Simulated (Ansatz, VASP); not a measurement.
## Two plane-wave programs on Ga

INCAR

```
SYSTEM = Ga
ALGO     = Normal         ! electronic algorithm
EDIFF    = 1E-6           ! SCF threshold, eV
ENCUT    = 500            ! plane-wave cutoff, eV
GGA      = PE             ! functional
GGA_COMPAT= .FALSE.      
ISIF     = 2              ! what is computed and relaxed
ISMEAR   = -1             ! smearing method
LASPH    = .TRUE.         ! aspherical terms in the spheres
LCHARG   = .TRUE.         ! write CHGCAR
LELF     = .TRUE.         ! ELF
LREAL    = .FALSE.        ! projectors in reciprocal space
LVHAR    = .TRUE.       
LWAVE    = .FALSE.        ! write WAVECAR
NBANDS   = 20             ! bands
NELM     = 120            ! most SCF steps
PREC     = Accurate       ! precision mode
SIGMA    = 0.1            ! smearing width, eV
```

File KPOINTS:

```
k-points
0
G
  13 13 11
  0 0 0
```

Contents of POSCAR:

```
Ga
1.0
    1.3781179961     -4.0696531922     -0.0171888653
    1.3781179961      4.0696531922     -0.0171888653
   -0.1584220369      0.0000000000      3.2894247155
Ga
2
Direct
    0.8668376019      0.1331623981      0.2500000000
    0.1331623981      0.8668376019      0.7500000000
```

Input for Ansatz:

```yaml
crystal:
  lattice:
    - [1.3781179961, -4.0696531922, -0.0171888653]
    - [1.3781179961, 4.0696531922, -0.0171888653]
    - [-0.1584220369, 0.0, 3.2894247155]
  atoms:
    - { symbol: Ga, position: [0.8668376019, 0.1331623981, 0.25] }
    - { symbol: Ga, position: [0.1331623981, 0.8668376019, 0.75] }
hamiltonian:
  xc: pbe
  pseudopotentials:
    kind: paw
    azcp:
      Ga: "pseudopotentials/Ga.paw.azcp"
basis:
  ecutwfc: 420
  fft_grid_basis: typed
kpoints:
  mp_grid: { grid: [13, 13, 11], shift: [0, 0, 0] }
magnetization:
  spin_polarized: false
scf:
  occupations: { method: fermi_dirac, width: 0.1 }
  lower_state_search: "off"
output:
  stress: true
```

Alike in both runs: task single point; functional PBE; k mesh 13 × 13 × 11; occupations fermi-dirac, width 0.1 eV; no spin polarisation.

|  | VASP | Ansatz |
| --- | --- | --- |
| version | VASP 6.6.1 | Ansatz 0.2.0 |
| potentials or method | VASP PAW PBE potentials, release 64 (Ga_d), cutoff 500 eV | plane waves (420 eV) with PAW, scalar-relativistic |
| valence electrons in the cell | 26 | 26 |

|  | VASP | Ansatz | Ansatz less VASP |
| --- | --- | --- | --- |
| pressure (GPa) | 2.1 | 2.1 | +0.02 |
| traceless stress, the component that is largest in VASP (GPa) | 0.75 | 0.73 | -0.021 |
